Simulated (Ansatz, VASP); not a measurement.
**CoO: VASP beside Ansatz**

```
Co O
1.0
     2.66025    0.00000    0.00000
     0.00000    2.66025    0.00000
     0.00000    0.00000    2.66025
Co O
1 1
Direct
  0.00000 0.00000 0.00000
  0.50000 0.50000 0.50000
```

Alike in both runs: functional PBE; k mesh 8 × 8 × 8; occupations gaussian, width 0.1 eV; collinear spin; Hubbard terms Co d U = 3.32 eV.

Ansatz relaxed the structure, and its values are those at the end. VASP's run is a single point on that final structure, the one shown.

|  | VASP | Ansatz |
| --- | --- | --- |
| version | VASP 6.6.1 | Ansatz 0.2.0 |
| potentials or method | VASP PAW PBE potentials, release 64 (Co_sv, O), cutoff 700 eV | scalar-relativistic, plane waves, PAW |
| valence electrons in the cell | 23 | 23 |

Ansatz gave:

- gap on the k mesh at the Fermi level (eV): 0.87
- least direct gap on the mesh (eV): 1.63
- pressure (GPa): 0.2
- net moment per atom (μB): 1.50
- size of the moment on the site where the two differ most (μB): 0.29

Q: Estimate VASP's values.

A: gap on the k mesh at the Fermi level (eV): 0.95; least direct gap on the mesh (eV): 1.77; pressure (GPa): -2.5; net moment per atom (μB): 1.50; size of the moment on the site where the two differ most (μB): 0.27.

Site moments also hang on the region over which each program counts them. The programs project onto different local orbitals, so the same U acts differently, and such runs can settle in different states.
